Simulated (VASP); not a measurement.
Write the native input for VASP 6.6.1 that does the following.

- Task: single point
- Functional: LDA
- Potentials or basis: VASP PAW LDA potentials, release 64 (Pb_d)
- Cutoff: 520 eV
- k mesh: 11 × 11 × 11
- Occupations: fermi-dirac, width 0.1 eV
- Spin: no spin polarisation
- Dipole correction: no
- Further INCAR settings: ALGO = Normal; EDIFF = 1e-06; NBANDS = 13

The structure of Pb lies in POSCAR:

```
Pb
1.0
   -1.9343387524      1.9343387524      1.9343387524
    1.9343387524     -1.9343387524      1.9343387524
    1.9343387524      1.9343387524     -1.9343387524
Pb
1
Direct
    0.0000000000      0.0000000000      0.0000000000
```

The input as run:

INCAR

```
ALGO = Normal
EDIFF = 1E-6
ENCUT = 520
GGA = CA
ISIF = 2
ISMEAR = -1
LASPH = T
LCHARG = F
LREAL = F
LWAVE = F
NBANDS = 13
NELM = 60
PREC = Accurate
SIGMA = 0.1
```

KPOINTS

```
k-points
0
Gamma
  11 11 11
```

Potentials or basis: VASP PAW LDA potentials, release 64 (Pb_d).

Command:

```sh
$ cat potpaw_LDA.64/Pb_d/POTCAR > POTCAR
$ mpirun -np 1 vasp_std > vasp.out
```

Results of the run:

```
Pressure               : 0.0 GPa
Band gap on the k mesh : zero (band 7 reaches 15.53 eV, above the bottom of band 8 at 5.43 eV)
```

Caveat: spin-orbit coupling is left out, which moves the levels of the heavy elements.

Wall time 8.9 s on 1 thread of Intel(R) Xeon(R) Platinum 8488C (Sapphire Rapids), on a shared host, peak memory 0.15 GiB.
